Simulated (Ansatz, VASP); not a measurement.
# Two plane-wave programs on Mo

The input INCAR:

```
SYSTEM = Mo
PREC = Accurate
ENCUT = 520
EDIFF = 1E-6
ISMEAR = -1
SIGMA = 0.1
LREAL = .FALSE.
LASPH = .TRUE.
NELM = 60
ALGO = Normal
ISIF = 2
LWAVE = .FALSE.
LCHARG = .FALSE.
GGA = RE
NBANDS = 21
```

Contents of KPOINTS:

```
Automatic mesh
0
G
  11 11 11
  0 0 0
```

File POSCAR:

```
Mo
1.0
    0.0000000000      2.8202114637      2.8202114637
    2.8202114637      0.0000000000      2.8202114637
    2.8202114637      2.8202114637      0.0000000000
Mo
2
Direct
    0.1250000000      0.1250000000      0.1250000000
    0.8750000000      0.8750000000      0.8750000000
```

Input for Ansatz:

```yaml
crystal:
  lattice:
    - [0.0, 2.8202114637, 2.8202114637]
    - [2.8202114637, 0.0, 2.8202114637]
    - [2.8202114637, 2.8202114637, 0.0]
  atoms:
    - { symbol: Mo, position: [0.125, 0.125, 0.125] }
    - { symbol: Mo, position: [0.875, 0.875, 0.875] }
hamiltonian:
  xc: revpbe
  pseudopotentials:
    kind: paw
    azcp:
      Mo: "pseudopotentials/Mo.paw.azcp"
basis:
  ecutwfc: 420
  fft_grid_basis: typed
kpoints:
  mp_grid: { grid: [11, 11, 11], shift: [0, 0, 0] }
magnetization:
  spin_polarized: false
scf:
  occupations: { method: fermi_dirac, width: 0.1 }
  lower_state_search: "off"
output:
  stress: true
```

Alike in both runs: task single point; functional revPBE; k mesh 11 × 11 × 11; occupations fermi-dirac, width 0.1 eV; no spin polarisation.

```csv
,VASP,Ansatz
version,VASP 6.6.1,Ansatz 0.2.0
potentials or method,"VASP PAW PBE potentials, release 64 (Mo_sv), cutoff 520 eV","plane waves (420 eV) with PAW, scalar-relativistic"
valence electrons in the cell,28,28
```

|  | VASP | Ansatz | Ansatz less VASP |
| --- | --- | --- | --- |
| pressure (GPa) | 4.9 | 4.5 | -0.44 |

VASP's potentials were made for PBE, not for revPBE. With one functional, cell and mesh, what is left measures potentials, basis and numerics.
